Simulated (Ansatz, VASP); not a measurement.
# TePb: VASP beside Ansatz

File INCAR:

```
SYSTEM = TePb
PREC = Accurate
ENCUT = 500
EDIFF = 1E-6
ISMEAR = 0
SIGMA = 0.05
LREAL = .False.
LASPH = .True.
NELM = 120
ALGO = Normal
ISIF = 2
LWAVE = .False.
LCHARG = .False.
GGA = PE
NBANDS = 17
GGA_COMPAT = .False.
```

File KPOINTS:

```
Automatic mesh
0
Gamma
  8 8 8
  0 0 0
```

File POSCAR:

```
TePb
1.0
    0.0000000000      3.3883500000      3.1463250000
    3.3883500000      0.0000000000      3.1463250000
    3.3883500000      3.3883500000      0.0000000000
Te Pb
1 1
Direct
    0.5000000000      0.5000000000      0.5000000000
    0.0000000000      0.0000000000      0.0000000000
```

Input for Ansatz:

```yaml
crystal:
  lattice:
    - [0.0, 3.38835, 3.146325]
    - [3.38835, 0.0, 3.146325]
    - [3.38835, 3.38835, 0.0]
  atoms:
    - { symbol: Te, position: [0.5, 0.5, 0.5] }
    - { symbol: Pb, position: [0.0, 0.0, 0.0] }
basis:
  ecutwfc: 420
kpoints:
  mp_grid: { grid: [8, 8, 8] }
hamiltonian:
  xc: pbe
scf:
  occupations: { method: gaussian, width: 0.05 }
output:
  forces: true
  stress: true
  eigenvalues: true
```

Change from the starting cell: strain +0.050 along x and y, -0.025 along z, atoms carried along.

Alike in both runs: task single point; functional PBE; k mesh 8 × 8 × 8; occupations gaussian, width 0.05 eV; no spin polarisation.

|  | VASP | Ansatz |
| --- | --- | --- |
| version | VASP 6.6.1 | Ansatz 0.2.0 |
| potentials or method | VASP PAW PBE potentials, release 64 (Te, Pb_d), cutoff 500 eV | scalar-relativistic, plane waves, PAW |
| valence electrons in the cell | 20 | 30 |

Ansatz gave:

```
gap on the k mesh at the Fermi level (eV)                     : 0.63
least direct gap on the mesh (eV)                             : 0.63
pressure (GPa)                                                : 0.0
traceless stress, the component that is largest in VASP (GPa) : 5.17
```

Estimate VASP's values.

gap on the k mesh at the Fermi level (eV): 0.63; least direct gap on the mesh (eV): 0.63; pressure (GPa): -0.1; traceless stress, the component that is largest in VASP (GPa): 5.17.

VASP's potentials hold 20 valence electrons a cell and Ansatz's 30, so a difference there can come from the potentials and not from the codes.

Spin-orbit coupling is off throughout.
